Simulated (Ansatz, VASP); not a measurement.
**One calculation of Se, two programs**

```
CELL_PARAMETERS angstrom
1.39427 -4.03900 0.00000
1.39427 4.03900 0.00000
0.00000 0.00000 4.61343
ATOMIC_POSITIONS crystal
Se 0.93566 0.06434 0.25000
Se 0.06434 0.93566 0.75000
```

Alike in both runs: task single point; functional PBE; k mesh 6 × 6 × 4; occupations gaussian, width 0.1 eV; no spin polarisation; Hubbard terms Se p U = 1.8 eV.

```csv
,VASP,Ansatz
version,VASP 6.6.1,Ansatz 0.2.0
potentials or method,"VASP PAW PBE potentials, release 64 (Se), cutoff 500 eV","scalar-relativistic, plane waves, PAW"
valence electrons in the cell,12,32
```

Ansatz gave:

- gap on the k mesh at the Fermi level (eV): none
- pressure (GPa): 1.4
- traceless stress, the component that is largest in VASP (GPa): 3.71
- rms of the force components (eV/Å): 0.325

Q: Estimate VASP's values.

A: gap on the k mesh at the Fermi level (eV): none; pressure (GPa): 2.3; traceless stress, the component that is largest in VASP (GPa): 3.90; rms of the force components (eV/Å): 0.163.

The programs project onto different local orbitals, so the same U acts differently, and such runs can settle in different states. Atom by atom the forces differ by 0.162 eV/Å (rms over components). A gap of «none» marks a metal or a gap that the smearing closes. VASP's potentials hold 12 valence electrons a cell and Ansatz's 32, so a difference there can come from the potentials and not from the codes. Ansatz's warnings: filled band counts differ across k points.

The k mesh is coarse, so the values compare programs but aren't converged.
